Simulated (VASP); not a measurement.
# SiC (Moissanite 3C) (F-43m) in VASP: further runs, part 2 of 2

VASP 6.6.1. Earlier steps stand in the parts before.

### Step 5. Single point, PBEsol (volume scaled by 0.840)

Input file INCAR:

```
SYSTEM = SiC
PREC = Accurate ; ENCUT = 520
EDIFF = 1E-6 ; ISMEAR = 0
SIGMA = 0.05 ; LREAL = .False.
LASPH = .True. ; NELM = 60
ALGO = Normal ; ISIF = 2
LWAVE = .False. ; LCHARG = .True.
GGA = PS ; LELF = .True.
LVHAR = .True. ; NBANDS = 11
```

Input file KPOINTS:

```
regular mesh
0
Gamma
  18 18 18
  0 0 0
```

Input file POSCAR:

```
SiC
1.0
    0.0000000000      2.0554101342      2.0554101342
    2.0554101342      0.0000000000      2.0554101342
    2.0554101342      2.0554101342      0.0000000000
Si C
1 1
Direct
    0.0000000000      0.0000000000      0.0000000000
    0.2500000000      0.2500000000      0.2500000000
```

Potentials or basis: VASP PAW PBE potentials, release 64 (Si, C).

Run with:

```console
$ cat potpaw_PBE.64/Si/POTCAR potpaw_PBE.64/C/POTCAR > POTCAR
$ mpirun -np 1 vasp_std > vasp.out
```

OUTCAR:

```text
SYSTEM = SiC
   PREC = Accurate
   ENCUT = 520
   EDIFF = 1E-6
   ISMEAR = 0
   LREAL = .False.
   LASPH = .True.
   NELM = 60
   ISIF = 2
   GGA = PS

 ion  position               nearest neighbor table
   1  0.000  0.000  0.000-   2 1.78   2 1.78   2 1.78   2 1.78
   2  0.250  0.250  0.250-   1 1.78   1 1.78   1 1.78   1 1.78

  LATTYP: Found a face centered cubic cell.
 ALAT       =     4.1108202684

  Lattice vectors:

 A1 = (   0.0000000000,   2.0554101342,   2.0554101342)
 A2 = (   2.0554101342,   0.0000000000,   2.0554101342)
 A3 = (   2.0554101342,   2.0554101342,   0.0000000000)

Analysis of symmetry for initial positions (statically):
=====================================================================
 Subroutine PRICEL returns:
 Original cell was already a primitive cell.

 Routine SETGRP: Setting up the symmetry group for a
 face centered cubic supercell.

 Subroutine GETGRP returns: Found 24 space group operations
 (whereof 24 operations were pure point group operations)
 out of a pool of 48 trial point group operations.

The static configuration has the point symmetry T_d .

Analysis of symmetry for dynamics (positions and initial velocities):
=====================================================================
 Subroutine PRICEL returns:
 Original cell was already a primitive cell.

 Routine SETGRP: Setting up the symmetry group for a
 face centered cubic supercell.

 Subroutine GETGRP returns: Found 24 space group operations
 (whereof 24 operations were pure point group operations)
 out of a pool of 48 trial point group operations.

The dynamic configuration has the point symmetry T_d .

 Subroutine INISYM returns: Found 24 space group operations
 (whereof 24 operations are pure point group operations),
 and found     1 'primitive' translations

----------------------------------------------------------------------------------------

                                     Primitive cell

  volume of cell :      17.3670

[... 112 lines left out ...]
   LORBIT       =      0    0 simple, 1 ext, 2 COOP (PROOUT), +10 PAW based schemes
   GGA     = PS    functional components
   LHFCALC =     F    Hartree Fock is set to
   AEXX    =    0.0000 exact exchange contribution
   IVDW    =     0    specifies the selected vdW correction
   LEPSILON=     F    determine dielectric tensor
   LRPA    =     F    only Hartree local field effects (RPA)
 non-spin polarized calculation
 Gauss-broadening in eV      SIGMA  =   0.05
  energy-cutoff  :      520.00
  volume of cell :       17.37
 maximum number of plane-waves:       489
 NGX is ok and might be reduce to    24
   NGX = 11   NGY = 11   NGZ = 11

 number of electron       8.0000001 magnetization

 Free energy of the ion-electron system (eV)
  ---------------------------------------------------
  ext. energy  EPLUGINS =         0.00000000
  ---------------------------------------------------
  free energy    TOTEN  =       -15.42158913 eV

  energy without entropy =      -15.42158913  energy(sigma->0) =      -15.42158913

 E-fermi :  10.4519     XC(G=0): -12.2763

 val. band max:       10.1454432437   @ k =   0.0000   0.0000   0.0000
 cond. band min:      11.2011105985   @ k =   0.5000   0.5000   0.0000
 fundamental gap:      1.0556673548
 Fermi energy:        10.4518799118

 k-point     1 :       0.0000    0.0000    0.0000
  band No.  band energies     occupation
      1      -6.7219      2.00000
      2      10.1454      2.00000
      3      10.1454      2.00000
      4      10.1454      2.00000
      5      18.4101      0.00000
      6      18.7104      0.00000
      7      18.7104      0.00000
      8      18.7104      0.00000
      9      25.6893      0.00000
     10      25.6893      0.00000
     11      28.7508      0.00000
[... 309 lines left out ...]
 k-point    24 :      -0.2222    0.0556    0.0000
  band No.  band energies     occupation
      1      -5.3794      2.00000
      2       5.7671      2.00000
      3       9.0215      2.00000
      4       9.7636      2.00000
      5      17.8236      0.00000
      6      19.0477      0.00000
      7      19.2742      0.00000
      8      20.8776      0.00000
      9      23.2139      0.00000
     10      25.0835      0.00000
     11      27.3533      0.00000

 [... further k-points ...]
[... 5 lines left out ...]
  --------------------------------------------------------------------------------------
  -------------------------------------------------------------------------------------
  Total        5.8975594      5.8975594      5.8975594      0.0000000      0.0000000      0.0000000
  in kB      544.0733159    544.0733159    544.0733159      0.0000000      0.0000000      0.0000000
  external PRESSURE =     544.0733159 kB  Pullay stress =       0.0000000 kB

 VOLUME and BASIS-vectors are now :
 -----------------------------------------------------------------------------
  energy-cutoff  :      520.00
  volume of cell :       17.37
      direct lattice vectors                 reciprocal lattice vectors
     0.000000000  2.055410134  2.055410134    -0.243260453  0.243260453  0.243260453
     2.055410134  0.000000000  2.055410134     0.243260453 -0.243260453  0.243260453
     2.055410134  2.055410134  0.000000000     0.243260453  0.243260453 -0.243260453

 POSITION                                       TOTAL-FORCE (eV/Angst)
 -----------------------------------------------------------------------------------
      0.00000      0.00000      0.00000         0.000000     -0.000000      0.000000
      1.02771      1.02771      1.02771        -0.000000      0.000000     -0.000000
 -----------------------------------------------------------------------------------
    total drift:                                0.000000      0.000000      0.000000

  FREE ENERGIE OF THE ION-ELECTRON SYSTEM (eV)
  ---------------------------------------------------
  free  energy   TOTEN  =       -15.4215891284 eV

  energy  without entropy=      -15.4215891284  energy(sigma->0) =      -15.42158913
```

OSZICAR:

```text
N       E                     dE             d eps       ncg     rms          rms(c)
DAV:   1     0.215152534359E+01    0.21515E+01   -0.41341E+03  4570   0.626E+02
DAV:   2    -0.172640565121E+02   -0.19416E+02   -0.18435E+02  5336   0.114E+02
DAV:   3    -0.177737750395E+02   -0.50972E+00   -0.50878E+00  5261   0.146E+01
DAV:   4    -0.177752744510E+02   -0.14994E-02   -0.14993E-02  4937   0.102E+00
DAV:   5    -0.177752795883E+02   -0.51373E-05   -0.51372E-05  5286   0.547E-02    0.109E+01
DAV:   6    -0.155696918559E+02    0.22056E+01   -0.64875E+00  4788   0.122E+01    0.504E+00
DAV:   7    -0.154368055076E+02    0.13289E+00   -0.63876E-01  5137   0.444E+00    0.212E+00
DAV:   8    -0.154217356980E+02    0.15070E-01   -0.24197E-02  4821   0.101E+00    0.174E-01
DAV:   9    -0.154215598619E+02    0.17584E-03   -0.13984E-03  5205   0.213E-01    0.120E-01
DAV:  10    -0.154215888164E+02   -0.28954E-04   -0.81337E-05  4821   0.603E-02    0.269E-02
DAV:  11    -0.154215891284E+02   -0.31201E-06   -0.40317E-06  5152   0.132E-02
   1 F= -.15421589E+02 E0= -.15421589E+02  d E =-.143414E-20
```

stdout:

```text
POSCAR found type information on POSCAR SiC
 POSCAR found :  2 types and       2 ions
 scaLAPACK will be used
 -----------------------------------------------------------------------------
|                                                                             |
|                                                                             |
|     You enforced a specific xc type in the INCAR file but a different       |
|     I HOPE YOU KNOW WHAT YOU ARE DOING!                                     |
|                                                                             |
 -----------------------------------------------------------------------------

 LDA part: xc-table for (Slater+PW92), standard interpolation
 POSCAR, INCAR and KPOINTS ok, starting setup
 FFT: planning ... GRIDC
 FFT: planning ... GRID_SOFT
 FFT: planning ... GRID
 WAVECAR not read
 entering main loop
```

Wall time 66 s (1 thread of AMD EPYC 9R45, shared host); peak memory 0.13 GiB.

Results:

```yaml
Free_energy: -15.4216 eV
Pressure: 54.4 GPa
Band_gap_on_the_k_mesh: 1.06 eV, indirect (least direct gap 4.60 eV)
```

Levels at points of the mesh, in eV from the valence-band top:
```
           k point  band 2  band 3  band 4  band 5  band 6  band 7
(0.00, 0.00, 0.00)    0.00    0.00    0.00    8.26    8.56    8.56
(0.50, 0.00, 0.00)   -9.63   -1.08   -1.08    7.03    7.88    7.88
(0.50, 0.50, 0.00)   -8.45   -3.54   -3.54    1.06    4.86   16.07
```

Caveat: the PAW data sets were made with another functional, which shifts forces and pressure a little. A k mesh can miss the band edges.

### Step 6. Overview

```tsv
cell	gap on the mesh (eV)	pressure (GPa)
a = 2.761 Å, angles 60.0°, 2 atoms	0.86	135.8
a = 2.811 Å, angles 60.0°, 2 atoms	0.94	102.8
a = 2.860 Å, angles 60.0°, 2 atoms	1.00	76.1
a = 2.907 Å, angles 60.0°, 2 atoms	1.06	54.4
```

Alike in all rows: task single point; level PBEsol; potentials or basis VASP PAW PBE potentials, release 64 (Si, C); no spin polarisation; k mesh 18 × 18 × 18; cutoff (eV) 520; smearing gaussian 0.05 eV.

Caveats: the PAW data sets were made with another functional, which shifts forces and pressure a little.

Absolute energies hang on the potentials; compare differences alone.
